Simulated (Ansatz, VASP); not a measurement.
# Two plane-wave programs on Hf6Al2O15

```
Al Hf O
1.0
    10.27166    0.00000    0.00000
     0.00000    4.99389    0.03913
     0.00000    0.03913    4.99389
Al Hf O
2 6 15
Cartesian
  -0.3128 -0.2207 0.2207
  -0.3128 2.7372 2.2959
  5.1583 -0.0189 0.0189
  5.1583 2.5354 2.4976
  2.5283 -0.0545 2.4228
  7.7858 0.0872 2.5646
  2.5283 2.5710 0.0937
  7.7858 2.4293 -0.0480
  6.2209 1.2778 3.7552
  1.5518 3.7748 3.7748
  6.7336 3.7748 3.7748
  0.8711 3.7552 1.2778
  6.1692 3.7552 1.2778
  1.5518 1.2583 1.2583
  6.7336 1.2583 1.2583
  4.1623 1.2583 1.2583
  9.3204 1.2583 1.2583
  3.6302 3.7552 1.2778
  8.6849 3.7552 1.2778
  4.1623 3.7748 3.7748
  9.3204 3.7748 3.7748
  3.3162 1.2778 3.7552
  8.9563 1.2778 3.7552
```

Alike in both runs: functional PBEsol; k mesh 4 × 6 × 6; occupations gaussian, width 0.02 eV; no spin polarisation.

Ansatz relaxed the structure, and its values are those at the end. VASP's run is a single point on that final structure, the one shown.

|  | VASP | Ansatz |
| --- | --- | --- |
| version | VASP 6.6.1 | Ansatz 0.2.0 |
| potentials or method | VASP PAW PBE potentials, release 64 (Al, Hf_pv, O), cutoff 520 eV | scalar-relativistic, plane waves, PAW |
| valence electrons in the cell | 156 | 252 |

```tsv
	VASP	Ansatz	Ansatz less VASP
gap on the k mesh at the Fermi level (eV)	3.16	3.18	+0.011
least direct gap on the mesh (eV)	3.19	3.20	+0.006
pressure (GPa)	-2.4	0.0	+2.38
rms of the force components (eV/Å)	0.044	0.000	-0.0438
```

VASP's potentials were made for PBE, not for PBEsol, and Ansatz warns of the same on its side. VASP's potentials hold 156 valence electrons a cell and Ansatz's 252, so a difference there can come from the potentials and not from the codes.

Spin-orbit coupling is off throughout.
